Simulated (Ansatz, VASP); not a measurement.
In5GaAs6: VASP beside Ansatz

```
CELL_PARAMETERS angstrom
4.31857 0.00000 0.00000
0.00000 4.31857 0.00000
0.00000 0.00000 18.38898
ATOMIC_POSITIONS crystal
In 0.50000 0.50000 0.15918
In 0.00000 0.00000 0.32955
In 0.50000 0.50000 0.50000
In 0.00000 0.00000 0.67045
In 0.50000 0.50000 0.84082
Ga 0.00000 0.00000 0.00000
As 0.50000 0.00000 0.24434
As 0.00000 0.50000 0.41477
As 0.50000 0.00000 0.58523
As 0.00000 0.50000 0.75566
As 0.50000 0.00000 0.92652
As 0.00000 0.50000 0.07348
```

Alike in both runs: task single point; functional PBE; k mesh 4 × 4 × 1; occupations gaussian, width 0.1 eV; no spin polarisation.

|  | VASP | Ansatz |
| --- | --- | --- |
| version | VASP 6.6.1 | Ansatz 0.2.0 |
| potentials or method | VASP PAW PBE potentials, release 64 (In_d, Ga_d, As), cutoff 520 eV | scalar-relativistic, plane waves, PAW |
| valence electrons in the cell | 108 | 168 |

|  | VASP | Ansatz | Ansatz less VASP |
| --- | --- | --- | --- |
| gap on the k mesh at the Fermi level (eV) | none | none | - |
| pressure (GPa) | 0.3 | 0.2 | -0.06 |
| traceless stress, the component that is largest in VASP (GPa) | -0.43 | -0.43 | +0.001 |
| rms of the force components (eV/Å) | 0.006 | 0.008 | +0.0014 |

Atom by atom the forces differ by 0.001 eV/Å (rms over components). A gap of «none» marks a metal or a gap that the smearing closes. With one functional, cell and mesh, what is left measures potentials, basis and numerics. VASP's potentials hold 108 valence electrons a cell and Ansatz's 168, so a difference there can come from the potentials and not from the codes.

The k mesh is coarse, so the values compare programs but aren't converged.
